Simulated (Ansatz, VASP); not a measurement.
**BP in VASP and in Ansatz**

```
CELL_PARAMETERS angstrom
0.00000 2.27137 2.27137
2.27137 0.00000 2.27137
2.27137 2.27137 0.00000
ATOMIC_POSITIONS crystal
B 0.00000 0.00000 0.00000
P 0.75000 0.75000 0.75000
```

Alike in both runs: task single point; functional PBEsol; k mesh 8 × 8 × 8; no spin polarisation.

```csv
,VASP,Ansatz
version,VASP 6.6.1,Ansatz 0.2.0
potentials or method,"VASP PAW PBE potentials, release 64 (B, P)","PAW with Ansatz's default frozen-core files, scalar-relativistic"
plane-wave cutoff (eV),500,420
occupations,"gaussian, width 0.01 eV",fixed
valence electrons in the cell,8,8
```

Ansatz gave:

* gap on the k mesh at the Fermi level (eV): 1.17
* pressure (GPa): -2.4

Problem. Estimate VASP's values.

Solution. gap on the k mesh at the Fermi level (eV): 1.17; pressure (GPa): -2.3.

VASP's potentials were made for PBE, not for PBEsol.
